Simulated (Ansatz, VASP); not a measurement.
# In3Sb in VASP and in Ansatz

```xyz
4
Lattice="4.7235 0.0000 0.0000 0.0000 4.7235 0.0000 0.0000 0.0000 4.7235" Properties=species:S:1:pos:R:3 pbc="T T T"
In    2.3618    2.3618    0.0000
In    2.3618    0.0000    2.3618
In    0.0000    2.3618    2.3618
Sb    0.0000    0.0000    0.0000
```

Alike in both runs: functional PBEsol; k mesh 10 × 10 × 10; occupations gaussian, width 0.1 eV; no spin polarisation.

Ansatz relaxed the structure, and its values are those at the end. VASP's run is a single point on that final structure, the one shown.

|  | VASP | Ansatz |
| --- | --- | --- |
| version | VASP 6.6.1 | Ansatz 0.2.0 |
| potentials or method | VASP PAW PBE potentials, release 64 (In_d, Sb), cutoff 520 eV | scalar-relativistic, plane waves, PAW |
| valence electrons in the cell | 44 | 54 |

```csv
,VASP,Ansatz,Ansatz less VASP
gap on the k mesh at the Fermi level (eV),none,none,-
pressure (GPa),0.0,0.0,-0.04
```

VASP's potentials were made for PBE, not for PBEsol. A gap of «none» marks a metal or a gap that the smearing closes. With one functional, cell and mesh, what is left measures potentials, basis and numerics. VASP's potentials hold 44 valence electrons a cell and Ansatz's 54, so a difference there can come from the potentials and not from the codes.

Spin-orbit coupling is off throughout.
